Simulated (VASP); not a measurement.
Here is a VASP 6.6.1 calculation.

The input INCAR:

```
SYSTEM = As
  PREC = Accurate
  ENCUT = 400
  EDIFF = 1E-6
  ISMEAR = 0
  SIGMA = 0.04
  LREAL = .FALSE.
  LASPH = .TRUE.
  NELM = 120
  ALGO = Normal
  ISIF = 2
  LWAVE = .FALSE.
  LCHARG = .TRUE.
  LDIPOL = .TRUE.
  IDIPOL = 3
  DIPOL = 0.5 0.5 0.662
  GGA = RE
  IVDW = 12
  LELF = .TRUE.
  LVHAR = .TRUE.
  LVACPOTAV = .TRUE.
  NBANDS = 22
  GGA_COMPAT = .FALSE.
  NELMDL = -8
```

The input KPOINTS:

```
Automatic mesh
0
G
  12 12 1
  0 0 0
```

Contents of POSCAR:

```
As
1.0
    3.5650564103      0.0000000000      0.0000000000
   -1.7825282052      3.0874294172      0.0000000000
    0.0000000000      0.0000000000     23.9995303165
As
2
Direct
    0.6666666667      0.3333333333      0.6324046415
    0.3333333333      0.6666666667      0.6912524468
```

Potentials or basis: VASP PAW PBE potentials, release 64 (As_d).

The run is started by

```bash
$ cat potpaw_PBE.64/As_d/POTCAR > POTCAR
$ mpirun -np 1 vasp_std > vasp.out
```

Q: Estimate the largest force.

A: 0.085 eV/Å.

Q: Predict the dispersion energy per atom.

A: -0.433 eV.

Q: What does it give for the band gap on the k mesh?

A: 1.53 eV (least direct gap 2.11 eV).

Forces on the atoms (eV/Å):
```
As   0.000  0.000  0.085
As   0.000  0.000 -0.085
```

Caveat: the PAW data sets were made with another functional, which shifts forces and pressure a little.
